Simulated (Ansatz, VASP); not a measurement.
This is a calculation of Mg for Ansatz 0.2.0.

input.yaml

```yaml
crystal:
  lattice:
    - [3.1659257641, 0.0, 0.0]
    - [-1.582962882, 2.7417721382, 0.0]
    - [0.0, 0.0, 5.1398819084]
  atoms:
    - { symbol: Mg, position: [0.6666666667, 0.3333333333, 0.75] }
    - { symbol: Mg, position: [0.3333333333, 0.6666666667, 0.25] }
hamiltonian:
  xc: pbe
  pseudopotentials: { kind: paw }
  dispersion: d4
kpoints:
  mp_grid: { grid: [10, 10, 5] }
scf:
  occupations: { method: fermi_dirac, width: 0.05 }
output:
  forces: true
  stress: true
  eigenvalues: true
```

Potentials or basis: Ansatz PAW.

Launch:

```bash
$ ansatz run input.yaml --threads 2 --pin off --max-ram 5120MiB --backend cpu --events-out ev --progress --plain --runs-dir out
```

Q: Set up the same calculation for VASP 6.6.1. Potentials there: VASP PAW PBE potentials, release 64 (Mg).

A: As run (the cutoff follows the program's own potentials):

File INCAR:

```
  ALGO = Normal
  EDIFF = 1E-7
  ENCUT = 520
  GGA = PE
  ISIF = 2
  ISMEAR = -1
  IVDW = 13
  LASPH = True
  LCHARG = False
  LREAL = False
  LWAVE = False
  NBANDS = 9
  NELM = 100
  PREC = Accurate
  SIGMA = 0.05
```

Contents of KPOINTS:

```
k-points
0
Gamma
  10 10 5
```

File POSCAR:

```
Mg
1.0
    3.1659257641      0.0000000000      0.0000000000
   -1.5829628820      2.7417721382      0.0000000000
    0.0000000000      0.0000000000      5.1398819084
Mg
2
Direct
    0.6666666667      0.3333333333      0.7500000000
    0.3333333333      0.6666666667      0.2500000000
```

Potentials or basis: VASP PAW PBE potentials, release 64 (Mg).

The run is started by

```bash
$ cat potpaw_PBE.64/Mg/POTCAR > POTCAR
$ mpirun -np 1 vasp_std > vasp.out
```

Both were run:

|  | VASP | Ansatz | Ansatz less VASP |
| --- | --- | --- | --- |
| gap on the k mesh at the Fermi level (eV) | none | none | - |
| pressure (GPa) | 0.5 | 0.6 | +0.13 |
| traceless stress, the component that is largest in VASP (GPa) | 0.73 | 0.73 | 0.000 |

A gap of «none» marks a metal or a gap that the smearing closes. VASP's potentials hold 4 valence electrons a cell and Ansatz's 20, so a difference there can come from the potentials and not from the codes.
